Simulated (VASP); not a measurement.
# Ta2C (P-3m1) in VASP: notebook

The runs below take Ta2C through single point, with LDA, BLYP, PBEsol.

Everything below comes from runs of VASP 6.6.1. Logs are shortened: lines on timing, memory, paths and dates and some standing lists are left out, and cuts for length are marked.

### Step 1. The cell of the first run

The structure is trigonal, space group P-3m1 (No. 164). Conventional cell: a = 3.106 Å, b = 3.106 Å, c = 4.946 Å, α = 90.00°, β = 90.00°, γ = 120.00°. Within 2.9 Å of Ta (site symmetry 3m) lie 3 C at 2.18 Å. C (site symmetry -3m) has 6 Ta at 2.18 Å within 2.9 Å.

### Step 2. Single point, LDA

File INCAR:

```
SYSTEM = Ta2C
  ALGO = Normal
  EDIFF = 1E-6
  ENCUT = 600
  GGA = CA
  GGA_COMPAT = .FALSE.
  ISIF = 2
  ISMEAR = -1
  LASPH = .TRUE.
  LCHARG = .FALSE.
  LREAL = .FALSE.
  LWAVE = .FALSE.
  NBANDS = 20
  NELM = 120
  PREC = Accurate
  SIGMA = 0.05
```

File KPOINTS:

```
k-points
0
G
  12 12 7
  0 0 0
```

File POSCAR:

```
Ta2C
1.0
    3.1059000000      0.0000000000      0.0000000000
   -1.5529500000      2.6897883016      0.0000000000
    0.0000000000      0.0000000000      4.9464000000
Ta C
2 1
Direct
    0.3333333333      0.6666666667      0.2520100000
    0.6666666667      0.3333333333      0.7479900000
    0.0000000000      0.0000000000      0.0000000000
```

Potentials or basis: VASP PAW LDA potentials, release 64 (Ta_pv, C).

Command:

```bash
$ cat potpaw_LDA.64/Ta_pv/POTCAR potpaw_LDA.64/C/POTCAR > POTCAR
$ mpirun -np 1 vasp_std > vasp.out
```

OUTCAR:

```text
SYSTEM = Ta2C
   EDIFF = 1E-6
   ENCUT = 600
   GGA = CA
   ISIF = 2
   ISMEAR = -1
   LASPH = .TRUE.
   LREAL = .FALSE.
   NELM = 120
   PREC = Accurate

 ion  position               nearest neighbor table
   1  0.333  0.667  0.252-   3 2.18   3 2.18   3 2.18   2 3.04   2 3.04   2 3.04   2 3.07   2 3.07
                             2 3.07
   2  0.667  0.333  0.748-   3 2.18   3 2.18   3 2.18   1 3.04   1 3.04   1 3.04   1 3.07   1 3.07
                             1 3.07
   3  0.000  0.000  0.000-   1 2.18   2 2.18   1 2.18   2 2.18   2 2.18   1 2.18

  LATTYP: Found a hexagonal cell.
 ALAT       =     3.1059000000
 C/A-ratio  =     1.5925818603

  Lattice vectors:

 A1 = (   3.1059000000,   0.0000000000,   0.0000000000)
 A2 = (  -1.5529500000,   2.6897883016,   0.0000000000)
 A3 = (   0.0000000000,   0.0000000000,   4.9464000000)

Analysis of symmetry for initial positions (statically):
=====================================================================
 Subroutine PRICEL returns:
 Original cell was already a primitive cell.

 Routine SETGRP: Setting up the symmetry group for a
 hexagonal supercell.

 Subroutine GETGRP returns: Found 12 space group operations
 (whereof 12 operations were pure point group operations)
 out of a pool of 24 trial point group operations.

The static configuration has the point symmetry D_3d.

Analysis of symmetry for dynamics (positions and initial velocities):
=====================================================================
 Subroutine PRICEL returns:
 Original cell was already a primitive cell.

 Routine SETGRP: Setting up the symmetry group for a
 hexagonal supercell.

 Subroutine GETGRP returns: Found 12 space group operations
 (whereof 12 operations were pure point group operations)
 out of a pool of 24 trial point group operations.

The dynamic configuration has the point symmetry D_3d.

 Subroutine INISYM returns: Found 12 space group operations
 (whereof 12 operations are pure point group operations),
 and found     1 'primitive' translations

----------------------------------------------------------------------------------------

                                     Primitive cell

  volume of cell :      41.3233

  direct lattice vectors                    reciprocal lattice vectors
     3.105900000  0.000000000  0.000000000     0.321967868  0.185888235  0.000000000
    -1.552950000  2.689788302  0.000000000     0.000000000  0.371776470  0.000000000
     0.000000000  0.000000000  4.946400000     0.000000000  0.000000000  0.202167233

  length of vectors
     3.105900000  3.105900000  4.946400000     0.371776470  0.371776470  0.202167233

  position of ions in fractional coordinates (direct lattice)
     0.333333333  0.666666667  0.252010000
     0.666666667  0.333333333  0.747990000
     0.000000000  0.000000000  0.000000000

  ion indices of the primitive-cell ions
   primitive index   ion index
                 1           1
                 2           2
                 3           3

----------------------------------------------------------------------------------------

 KPOINTS: k-points

Automatic generation of k-mesh.
 Grid dimensions read from file:
 generate k-points for:   12   12    7

 Generating k-lattice:

  Cartesian coordinates                     Fractional coordinates (reciprocal lattice)
     0.026830656  0.015490686  0.000000000     0.083333333  0.000000000  0.000000000
     0.000000000  0.030981373  0.000000000     0.000000000  0.083333333  0.000000000
     0.000000000  0.000000000  0.028881033     0.000000000  0.000000000  0.142857143

  Length of vectors
     0.030981373  0.030981373  0.028881033

  Shift w.r.t. Gamma in fractional coordinates (k-lattice)
     0.000000000  0.000000000  0.000000000

 Subroutine IBZKPT returns following result:
 ===========================================

 Found    112 irreducible k-points:

 Following reciprocal coordinates:
            Coordinates               Weight
  0.000000  0.000000  0.000000      1.000000
  0.083333  0.000000  0.000000      6.000000
  0.166667  0.000000  0.000000      6.000000
  0.250000  0.000000  0.000000      6.000000
  0.333333  0.000000  0.000000      6.000000
  0.416667  0.000000  0.000000      6.000000
[... 16 lines left out ...]
  0.166667  0.000000  0.142857      6.000000
  0.000000  0.166667  0.142857      6.000000
 [... further k-points ...]
   k-points           NKPTS =    112   k-points in BZ     NKDIM =    112   number of bands    NBANDS=     20
   number of dos      NEDOS =    301   number of ions     NIONS =      3
   total plane-waves  NPLWV =  31360
   dimension x,y,z NGX =    28 NGY =   28 NGZ =   40
   dimension x,y,z NGXF=    56 NGYF=   56 NGZF=   80
   ions per type =               2   1
   NGX,Y,Z   is equivalent  to a cutoff of  14.99, 14.99, 13.44 a.u.
   NGXF,Y,Z  is equivalent  to a cutoff of  29.97, 29.97, 26.89 a.u.
 SYSTEM =  Ta2C
   PREC   = accura    normal or accurate (medium, high low for compatibility)
   ISTART =      0    job   : 0-new  1-cont  2-samecut
   ICHARG =      2    charge: 1-file 2-atom 10-const
   ISPIN  =      1    spin polarized calculation?
   LNONCOLLINEAR =      F non collinear calculations
   LSORBIT =      F    spin-orbit coupling
   LASPH  =      T    aspherical Exc in radial PAW
   ENCUT  =  600.0 eV  44.10 Ry    6.64 a.u.   6.20  6.20  9.88*2*pi/ulx,y,z
   NELM   =    120;   NELMIN=  2; NELMDL= -5     # of ELM steps
   EDIFF  = 0.1E-05   stopping-criterion for ELM
   LREAL  =      F    real-space projection
   EDIFFG = 0.1E-04   stopping-criterion for IOM
   NSW    =      0    number of steps for IOM
   IBRION =     -1    ionic relax: 0-MD 1-quasi-New 2-CG
   NFREE  =      0    steps in history (QN), initial steepest desc. (CG)
   ISIF   =      2    stress and relaxation
   ISYM   =      2    0-nonsym 1-usesym 2-fastsym
   POTIM  = 0.5000    time-step for ionic-motion
   TEBEG  =    0.0;   TEEND  =   0.0 temperature during run
   PSTRESS=    0.0 pullay stress
   NELECT =      26.0000    total number of electrons
   NUPDOWN=      -1.0000    fix difference up-down
   EMIN   =  10.00;   EMAX   =-10.00  energy-range for DOS
   EFERMI =   0.00;   METHOD = LEGACY
   ISMEAR =    -1;   SIGMA  =   0.05  broadening in eV -4-tet -1-fermi 0-gaus
   EFERMI_NEDOS =   21; number of points for ismear=-14 and -15
   IALGO  =     38    algorithm
   IMIX   =      4    mixing-type and parameters
     AMIX     =   0.40;   BMIX     =  1.00
     AMIX_MAG =   1.60;   BMIX_MAG =  1.00
  volume/ion in A,a.u.               =      13.77        92.95
  Fermi-wavevector in a.u.,A,eV,Ry     =   1.402817  2.650940 26.774843  1.967895
  Thomas-Fermi vector in A             =   2.525541
   LORBIT       =      0    0 simple, 1 ext, 2 COOP (PROOUT), +10 PAW based schemes
   GGA     = CA    functional components
   LHFCALC =     F    Hartree Fock is set to
   AEXX    =    0.0000 exact exchange contribution
   IVDW    =     0    specifies the selected vdW correction
   LEPSILON=     F    determine dielectric tensor
   LRPA    =     F    only Hartree local field effects (RPA)
 non-spin polarized calculation
  energy-cutoff  :      600.00
  volume of cell :       41.32
 maximum number of plane-waves:      1400
 NGX is ok and might be reduce to    28
   NGX = 13   NGY = 13   NGZ = 19

 number of electron      26.0000001 magnetization

 Free energy of the ion-electron system (eV)
  ---------------------------------------------------
  ext. energy  EPLUGINS =         0.00000000
  ---------------------------------------------------
  free energy    TOTEN  =       -37.66629788 eV

  energy without entropy =      -37.66025401  energy(sigma->0) =      -37.66327595

 E-fermi :   6.4520     XC(G=0): -12.9401

 val. band max:        6.4447615958   @ k =   0.0000   0.0833   0.2857
 cond. band min:       6.4789532554   @ k =  -0.1667   0.4167   0.4286
 fundamental gap:      0.0341916595
 Fermi energy:         6.4520396553

 k-point     1 :       0.0000    0.0000    0.0000
  band No.  band energies     occupation
      1     -28.2186      2.00000
      2     -27.5272      2.00000
      3     -27.5272      2.00000
      4     -27.4144      2.00000
      5     -27.4144      2.00000
      6     -27.3327      2.00000
[... 12 lines left out ...]
     19       9.3442      0.00000
     20      14.0383      0.00000

 k-point     2 :       0.0833    0.0000    0.0000
  band No.  band energies     occupation
      1     -28.1997      2.00000
      2     -27.5692      2.00000
      3     -27.5420      2.00000
      4     -27.4555      2.00000
      5     -27.4184      2.00000
      6     -27.3399      2.00000
[... 12 lines left out ...]
     19      10.0707      0.00000
     20      14.1520      0.00000

 k-point     3 :       0.1667    0.0000    0.0000
  band No.  band energies     occupation
      1     -28.1457      2.00000
      2     -27.6832      2.00000
      3     -27.5801      2.00000
      4     -27.5650      2.00000
      5     -27.4314      2.00000
      6     -27.3623      2.00000
[... 12 lines left out ...]
     19      11.3578      0.00000
     20      13.8884      0.00000

 k-point     4 :       0.2500    0.0000    0.0000
  band No.  band energies     occupation
      1     -28.0652      2.00000
      2     -27.8371      2.00000
      3     -27.7082      2.00000
      4     -27.6291      2.00000
      5     -27.4519      2.00000
      6     -27.4007      2.00000
[... 429 lines left out ...]
 k-point    23 :       0.1667    0.0000    0.1429
  band No.  band energies     occupation
      1     -28.1147      2.00000
      2     -27.6710      2.00000
      3     -27.5917      2.00000
      4     -27.5755      2.00000
      5     -27.4361      2.00000
      6     -27.3827      2.00000
[... 12 lines left out ...]
     19      11.2354      0.00000
     20      13.6624      0.00000

 k-point    24 :       0.0000    0.1667    0.1429
  band No.  band energies     occupation
      1     -28.1177      2.00000
      2     -27.6729      2.00000
      3     -27.5810      2.00000
      4     -27.5702      2.00000
      5     -27.4416      2.00000
      6     -27.3882      2.00000
[... 12 lines left out ...]
     19      11.8903      0.00000
     20      12.9555      0.00000

 [... further k-points ...]

------------------------ aborting loop because EDIFF is reached ----------------------------------------

  FORCE on cell =-STRESS in cart. coord.  units (eV):
  Direction    XX          YY          ZZ          XY          YZ          ZX
  --------------------------------------------------------------------------------------
  -------------------------------------------------------------------------------------
  Total       -1.7489686     -1.7489686     -1.9768472      0.0000000     -0.0000000      0.0000000
  in kB      -67.8106318    -67.8106318    -76.6458918      0.0000000     -0.0000000      0.0000000
  external PRESSURE =     -70.7557185 kB  Pullay stress =       0.0000000 kB

 VOLUME and BASIS-vectors are now :
 -----------------------------------------------------------------------------
  energy-cutoff  :      600.00
  volume of cell :       41.32
      direct lattice vectors                 reciprocal lattice vectors
     3.105900000  0.000000000  0.000000000     0.321967868  0.185888235  0.000000000
    -1.552950000  2.689788302  0.000000000     0.000000000  0.371776470  0.000000000
     0.000000000  0.000000000  4.946400000     0.000000000  0.000000000  0.202167233

 POSITION                                       TOTAL-FORCE (eV/Angst)
 -----------------------------------------------------------------------------------
     -0.00000      1.79319      1.24654        -0.000000      0.000000     -0.066000
      1.55295      0.89660      3.69986         0.000000     -0.000000      0.066000
      0.00000      0.00000      0.00000         0.000000      0.000000      0.000000
 -----------------------------------------------------------------------------------
    total drift:                                0.000000     -0.000000      0.000000

  FREE ENERGIE OF THE ION-ELECTRON SYSTEM (eV)
  ---------------------------------------------------
  free  energy   TOTEN  =       -37.6662978843 eV

  energy  without entropy=      -37.6602540062  energy(sigma->0) =      -37.66327595
```

Run time: 79 s. Hardware: 1 thread of Intel Xeon Platinum 8259CL at 2.50GHz (Skylake/Cascade Lake), shared host; peak memory 0.23 GiB.

Results:

| Item | Value |
| --- | --- |
| Free energy | -37.6663 eV |
| Pressure | -7.1 GPa |
| Largest force | 0.066 eV/Å |
| Band gap on the k mesh | zero (bands 13 and 14 overlap by 0.75 eV) |

Forces in eV/Å, atoms in the order of the input:
```
Ta   0.000  0.000 -0.066
Ta   0.000  0.000  0.066
C    0.000  0.000  0.000
```

Caveat: the cell stands under tension; spin-orbit coupling is left out, which moves the levels of the heavy elements.

### Step 3. Single point, BLYP

File INCAR:

```
PREC     = Accurate       # precision mode
ENCUT    = 600            # plane-wave cutoff, eV
EDIFF    = 1E-6           # SCF threshold, eV
ISMEAR   = -1             # smearing method
SIGMA    = 0.05           # smearing width, eV
LREAL    = F              # projectors in reciprocal space
LASPH    = T              # aspherical terms in the spheres
NELM     = 120            # most SCF steps
ALGO     = Normal         # electronic algorithm
ISIF     = 2              # what is computed and relaxed
LWAVE    = F              # write WAVECAR
LCHARG   = F              # write CHGCAR
GGA      = B5             # functional
ALDAX    = 1.0          
AGGAX    = 1.0          
AGGAC    = 1.0          
ALDAC    = 0.0          
NBANDS   = 20             # bands
GGA_COMPAT= F
```

File KPOINTS:

```
regular mesh
0
Gamma
  12 12 7
```

POSCAR is that of step 2.

Potentials or basis: VASP PAW PBE potentials, release 64 (Ta_pv, C).

Command:

```bash
$ cat potpaw_PBE.64/Ta_pv/POTCAR potpaw_PBE.64/C/POTCAR > POTCAR
$ mpirun -np 1 vasp_std > vasp.out
```

It took 1.9 min on 1 thread of Intel Xeon Platinum 8259CL at 2.50GHz (Skylake/Cascade Lake), shared host; peak memory 0.25 GiB.

Results (log left out):

* Free energy: -30.7549 eV
* Pressure: 14.2 GPa
* Largest force: 0.623 eV/Å
* Band gap on the k mesh: zero (bands 13 and 14 overlap by 0.73 eV)

Forces in eV/Å, atoms in the order of the input:
```
Ta   0.000  0.000  0.623
Ta   0.000  0.000 -0.623
C    0.000  0.000  0.000
```

Stress tensor (GPa, compression positive):
```
14.68  0.00  0.00
 0.00 14.68  0.00
 0.00  0.00 13.15
```

Levels at points of the mesh, in eV from the Fermi level:
| k point | band 11 | band 12 | band 13 | band 14 | band 15 | band 16 |
| --- | --- | --- | --- | --- | --- | --- |
| (0.00, 0.00, 0.00) | -2.92 | -0.04 | 0.46 | 0.46 | 1.08 | 1.08 |
| (0.50, 0.00, 0.00) | -3.62 | -1.73 | -0.27 | 3.23 | 3.35 | 4.50 |

Caveat: the cell stands under pressure; the PAW data sets were made with another functional, which shifts forces and pressure a little; spin-orbit coupling is left out, which moves the levels of the heavy elements.

### Step 4. Single point, PBEsol

File INCAR:

```
SYSTEM = Ta2C
ALGO = Normal
EDIFF = 1E-6
ENCUT = 600
GGA = PS
GGA_COMPAT = .FALSE.
ISIF = 2
ISMEAR = -1
LASPH = .TRUE.
LCHARG = .FALSE.
LREAL = .FALSE.
LWAVE = .FALSE.
NBANDS = 20
NELM = 120
PREC = Accurate
SIGMA = 0.05
```

File KPOINTS:

```
k-points
0
G
  12 12 7
  0 0 0
```

POSCAR is that of step 3.

Command:

```bash
$ cat potpaw_PBE.64/Ta_pv/POTCAR potpaw_PBE.64/C/POTCAR > POTCAR
$ mpirun -np 1 vasp_std > vasp.out
```

It took 87 s on 1 thread of Intel Xeon Platinum 8259CL at 2.50GHz (Skylake/Cascade Lake), shared host; peak memory 0.25 GiB.

It converged, with:

```
Free energy            : -36.7038 eV
Pressure               : -2.7 GPa
Largest force          : 0.054 eV/Å
Band gap on the k mesh : zero (bands 13 and 14 overlap by 0.75 eV)
```

Forces in eV/Å, atoms in the order of the input:
```
Ta   0.000  0.000  0.054
Ta   0.000  0.000 -0.054
C    0.000  0.000  0.000
```

Stress tensor (GPa, compression positive):
```
-2.44  0.00  0.00
 0.00 -2.44  0.00
 0.00  0.00 -3.12
```

Levels at points of the mesh, in eV from the Fermi level:
```
           k point  band 10  band 11  band 12  band 13  band 14  band 15  band 16  band 17
(0.00, 0.00, 0.00)    -3.62    -3.03    -0.04     0.48     0.48     1.10     1.10     2.36
(0.50, 0.00, 0.00)    -4.02    -3.73    -1.80    -0.28     3.29     3.43     4.60     5.02
```

Caveat: the PAW data sets were made with another functional, which shifts forces and pressure a little; spin-orbit coupling is left out, which moves the levels of the heavy elements.

### Step 5. Summary

```tsv
level	potentials or basis	gap on the mesh (eV)	pressure (GPa)	largest force (eV/Å)
LDA	VASP PAW LDA potentials, release 64 (Ta_pv, C)	none	-7.1	0.07
BLYP	VASP PAW PBE potentials, release 64 (Ta_pv, C)	none	14.2	0.62
PBEsol	VASP PAW PBE potentials, release 64 (Ta_pv, C)	none	-2.7	0.05
```

Alike in all rows: task single point; no spin polarisation; cell as given; k mesh 12 × 12 × 7; cutoff (eV) 600; smearing fermi-dirac 0.05 eV.

Caveats: spin-orbit coupling is left out, which moves the levels of the heavy elements; the PAW data sets were made with another functional, which shifts forces and pressure a little (at least some runs); the cell stands under tension (at least some runs); the cell stands under pressure (at least some runs).

Total energies depend on the potentials used, so only differences within one code and one set of settings carry meaning.
